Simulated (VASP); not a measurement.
Here is a VASP 6.6.1 calculation.

The input POSCAR:

```
SiO2
1.0
   -2.4469919502      2.4469919502      3.6208932628
    2.4469919502     -2.4469919502      3.6208932628
    2.4469919502      2.4469919502     -3.6208932628
Si O
2 4
Direct
    0.0000000000      0.0000000000      0.0000000000
    0.7500000000      0.2500000000      0.5000000000
    0.9733622718      0.6250000000      0.8483622718
    0.3750000000      0.2233622718      0.3483622718
    0.7766377282      0.1250000000      0.1516377282
    0.8750000000      0.0266377282      0.6516377282
```

Contents of INCAR.step1:

```
PREC = Accurate
ENCUT = 520
ISMEAR = 0
SIGMA = 0.01
LREAL = F
LASPH = T
NELM = 100
NBANDS = 25
GGA = PE
ALGO = Normal
EDIFF = 1E-4
LWAVE = T
LCHARG = F
```

The input INCAR.step2:

```
PREC = Accurate
ENCUT = 520
EDIFF = 1E-7
ISMEAR = 0
SIGMA = 0.01
LREAL = F
LASPH = T
NELM = 100
ALGO = Normal
ISIF = 2
LWAVE = F
LCHARG = F
METAGGA = R2SCAN
LMIXTAU = T
NBANDS = 25
ISTART = 1
```

KPOINTS

```
Automatic mesh
0
Gamma
  6 6 6
```

Potentials or basis: VASP PAW PBE potentials, release 64 (Si, O).

The run is started by

```console
$ cat potpaw_PBE.64/Si/POTCAR potpaw_PBE.64/O/POTCAR > POTCAR
$ cp INCAR.step1 INCAR
$ mpirun -np 1 vasp_std > vasp.out
$ cp INCAR.step2 INCAR
$ mpirun -np 1 vasp_std > vasp.out
```

(1) Estimate the largest force.

(2) What does it give for the band gap on the k mesh?

(3) What does it give for the pressure?

## Answers

(1) 0.368 eV/Å.

(2) 6.71 eV.

(3) 5.7 GPa.

Caveat: the cell stands under pressure; the PAW data sets were made with another functional, which shifts forces and pressure a little.
